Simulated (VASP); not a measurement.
BaTiO3:

```xyz
10
Lattice="-0.0916 0.0228 -3.9624 3.8809 4.1318 0.0685 3.9232 -4.1741 0.1139" Properties=species:S:1:pos:R:3 pbc="T T T"
Ba   -0.0891    0.0216   -3.9524
Ba    3.8099   -0.0081   -3.8705
Ti    5.8057   -2.0917   -1.8364
Ti    5.7813    2.0621   -1.8706
O     5.7605   -2.0831   -3.8105
O     5.8496    2.0349    0.1179
O     1.9215   -0.0035   -1.9120
O     5.8095   -0.0035   -1.8420
O     3.8686   -2.0813   -1.8916
O     3.8553    2.0567   -1.9035
```

Base run:

| Item | Value |
| --- | --- |
| Program | VASP 6.6.1 |
| Functional | PBE |
| Potentials or basis | VASP PAW PBE potentials, release 64 (Ba_sv, Ti_sv, O) |
| Cutoff | 520 eV |
| k mesh | 7 × 5 × 5 |
| Occupations | fermi-dirac, width 0.05 eV |
| Spin | no spin polarisation |

Its results: band gap on the k mesh 1.57 eV; pressure 4.7 GPa; largest force 0.263 eV/Å.

Q: The run is repeated on the same cell with these changes: functional from PBE to LDA; potentials or basis from VASP PAW PBE potentials, release 64 (Ba_sv, Ti_sv, O) to VASP PAW LDA potentials, release 64 (Ba_sv, Ti_sv, O). What comes out?

A: Band gap on the k mesh 1.48 eV; pressure -6.0 GPa; largest force 0.245 eV/Å.

Caveats: spin-orbit coupling is left out, which moves the levels of the heavy elements; an odd mesh through Γ misses points on the zone boundary, where band edges can lie; the cell stands under pressure (at least some runs); the cell stands under tension (at least some runs).
